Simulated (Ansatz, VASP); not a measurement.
## One calculation of TaN, two programs

The input INCAR:

```
PREC     = Accurate       # precision mode
ENCUT    = 520            # plane-wave cutoff, eV
EDIFF    = 1E-8           # SCF threshold, eV
ISMEAR   = -1             # smearing method
SIGMA    = 0.02           # smearing width, eV
LREAL    = F              # projectors in reciprocal space
LASPH    = T              # aspherical terms in the spheres
NELM     = 100            # most SCF steps
ALGO     = Normal         # electronic algorithm
ISIF     = 2              # what is computed and relaxed
LWAVE    = F              # write WAVECAR
LCHARG   = F              # write CHGCAR
LEFG     = T            
NBANDS   = 15             # bands
```

The input KPOINTS:

```
regular mesh
0
Gamma
  12 12 10
```

File POSCAR:

```
TaN
1.0
    2.9967588356      0.0000000000      0.0000000000
   -1.4983794178      2.5952692806      0.0000000000
    0.0000000000      0.0000000000      2.8830000000
Ta N
1 1
Direct
    0.3333333333      0.6666666667      0.5000000000
    0.0000000000      0.0000000000      0.0000000000
```

Input for Ansatz:

```yaml
crystal:
  lattice:
    - [2.9967588356, 0.0, 0.0]
    - [-1.4983794178, 2.5952692806, 0.0]
    - [0.0, 0.0, 2.883]
  atoms:
    - { symbol: Ta, position: [0.3333333333, 0.6666666667, 0.5] }
    - { symbol: "N", position: [0.0, 0.0, 0.0] }
kpoints:
  mp_grid: { grid: [12, 12, 10] }
scf:
  occupations: { method: fermi_dirac, width: 0.02 }
hamiltonian:
  xc: lda
  pseudopotentials: { kind: all_electron, datasets: crystal }
output:
  forces: true
  stress: true
  eigenvalues: true
  efg: { contact_densities: true }
```

Change from the starting cell: equal xx and yy strain of +2 %, crystal datasets.

Alike in both runs: task electric field gradients; functional LDA; k mesh 12 × 12 × 10; occupations fermi-dirac, width 0.02 eV; no spin polarisation.

|  | VASP | Ansatz |
| --- | --- | --- |
| version | VASP 6.6.1 | Ansatz 0.2.0 |
| potentials or method | VASP PAW LDA potentials, release 64 (Ta_pv, N), cutoff 520 eV | all-electron PAW with datasets made for the crystal, scalar-relativistic |

|  | VASP | Ansatz | Ansatz less VASP |
| --- | --- | --- | --- |
| pressure (GPa) | -21.5 | -22.8 | -1.36 |
| traceless stress, the component that is largest in VASP (GPa) | 5.88 | 5.74 | -0.141 |
| size of Vzz on the site where it differs most (V/Å²) | 9.3 | 46.4 | +37.11 |

LDA's correlation is that of Perdew and Zunger in VASP and of Perdew and Wang (1992) in Ansatz. Ansatz ran all-electron here, and VASP with PAW potentials.

Spin-orbit coupling is off throughout.
